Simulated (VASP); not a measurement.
Wanted: the native input for a VASP 6.6.1 run.

| Property | Result |
| --- | --- |
| Task | single point |
| Functional | PBE |
| Potentials or basis | VASP PAW PBE potentials, release 64 (Sn_d, O_h) |
| Cutoff | 1340 eV |
| k mesh | 8 × 4 × 6 |
| Occupations | fermi-dirac, width 0.02 eV |
| Spin | no spin polarisation |
| Dipole correction | no |
| Further INCAR settings | ALGO = Normal; EDIFF = 1e-06; NBANDS = 28 |

The structure of SnO lies in POSCAR:

```
SnO
1.0
    3.3031148458      0.0000000000      0.0000000000
    0.0000000000      5.7577049671      0.0000000000
    0.0000000000      0.0000000000      4.0008070933
Sn O
2 2
Direct
    0.0000000000      0.2294420276      0.5172649355
    0.5000000000      0.7705579724      0.0172649355
    0.0000000000      0.8935339399      0.7327360645
    0.5000000000      0.1064660601      0.2327360645
```

These files were run (other wordings do the same):

INCAR

```
PREC = Accurate
ENCUT = 1340
EDIFF = 1E-6
ISMEAR = -1
SIGMA = 0.02
LREAL = False
LASPH = True
NELM = 120
ALGO = Normal
ISIF = 2
LWAVE = False
LCHARG = True
GGA = PE
LELF = True
LVHAR = True
NBANDS = 28
GGA_COMPAT = False
```

KPOINTS

```
regular mesh
0
Gamma
  8 4 6
```

Potentials or basis: VASP PAW PBE potentials, release 64 (Sn_d, O_h).

Run with:

```bash
$ cat potpaw_PBE.64/Sn_d/POTCAR potpaw_PBE.64/O_h/POTCAR > POTCAR
$ mpirun -np 1 vasp_std > vasp.out
```

Results of the run:

```yaml
Pressure: 4.7 GPa
Largest_force: 0.611 eV/Å
Band_gap_on_the_k_mesh: 1.41 eV (least direct gap 2.10 eV)
```

Caveat: the cell stands under pressure; spin-orbit coupling is left out, which moves the levels of the heavy elements.

It took 7 min on 1 thread of Intel(R) Xeon(R) Platinum 8375C CPU @ 2.90GHz (Ice Lake) (shared host), peak memory 0.66 GiB.
